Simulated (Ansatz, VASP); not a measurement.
**Two plane-wave programs on AlN**

Contents of INCAR:

```
SYSTEM = AlN
ALGO = Normal
EDIFF = 1E-6
ENCUT = 520
GGA = PE
ISIF = 2
ISMEAR = 0
LASPH = .TRUE.
LCHARG = .FALSE.
LREAL = .FALSE.
LWAVE = .FALSE.
NBANDS = 26
NELM = 80
PREC = Accurate
SIGMA = 0.05
```

KPOINTS

```
k-points
0
G
  8 8 3
  0 0 0
```

The input POSCAR:

```
AlN
1.0
   -3.1302395629      0.0000000000      0.0000000000
   -1.5651197814     -2.7108669814      0.0000000000
   -1.1738398361     -0.6777167454     10.0359593112
Al N
4 4
Direct
    0.1071797437      0.1071797437      0.9046143587
    0.2321797437      0.2321797437      0.4046143587
    0.6280130770      0.6280130770      0.1546143587
    0.5030130770      0.5030130770      0.6546143587
    0.3094869230      0.3094869230      0.0953856413
    0.1844869230      0.1844869230      0.5953856413
    0.5803202563      0.5803202563      0.3453856413
    0.4553202563      0.4553202563      0.8453856413
```

Input for Ansatz:

```yaml
crystal:
  lattice:
    - [-3.1302395629, 0.0, 0.0]
    - [-1.5651197814, -2.7108669814, 0.0]
    - [-1.1738398361, -0.6777167454, 10.0359593112]
  atoms:
    - { symbol: Al, position: [0.1071797437, 0.1071797437, 0.9046143587] }
    - { symbol: Al, position: [0.2321797437, 0.2321797437, 0.4046143587] }
    - { symbol: Al, position: [0.628013077, 0.628013077, 0.1546143587] }
    - { symbol: Al, position: [0.503013077, 0.503013077, 0.6546143587] }
    - { symbol: "N", position: [0.309486923, 0.309486923, 0.0953856413] }
    - { symbol: "N", position: [0.184486923, 0.184486923, 0.5953856413] }
    - { symbol: "N", position: [0.5803202563, 0.5803202563, 0.3453856413] }
    - { symbol: "N", position: [0.4553202563, 0.4553202563, 0.8453856413] }
basis:
  ecutwfc: 420
kpoints:
  mp_grid: { grid: [8, 8, 3] }
hamiltonian:
  xc: pbe
scf:
  occupations: { method: gaussian, width: 0.05 }
output:
  forces: true
  stress: true
  eigenvalues: true
```

Alike in both runs: task single point; functional PBE; k mesh 8 × 8 × 3; occupations gaussian, width 0.05 eV; no spin polarisation.

|  | VASP | Ansatz |
| --- | --- | --- |
| version | VASP 6.6.1 | Ansatz 0.2.0 |
| potentials or method | VASP PAW PBE potentials, release 64 (Al, N), cutoff 520 eV | scalar-relativistic, plane waves, PAW |
| valence electrons in the cell | 32 | 32 |

Ansatz gave:

| Item | Value |
| --- | --- |
| gap on the k mesh at the Fermi level (eV) | 2.73 |
| least direct gap on the mesh (eV) | 2.73 |
| pressure (GPa) | -0.8 |
| traceless stress, the component that is largest in VASP (GPa) | 8.14 |
| rms of the force components (eV/Å) | 0.450 |

**Question.** Which values does VASP return?

**Answer.** gap on the k mesh at the Fermi level (eV): 2.74; least direct gap on the mesh (eV): 2.74; pressure (GPa): -1.0; traceless stress, the component that is largest in VASP (GPa): 8.17; rms of the force components (eV/Å): 0.450.

Atom by atom the forces differ by 0.004 eV/Å (rms over components).
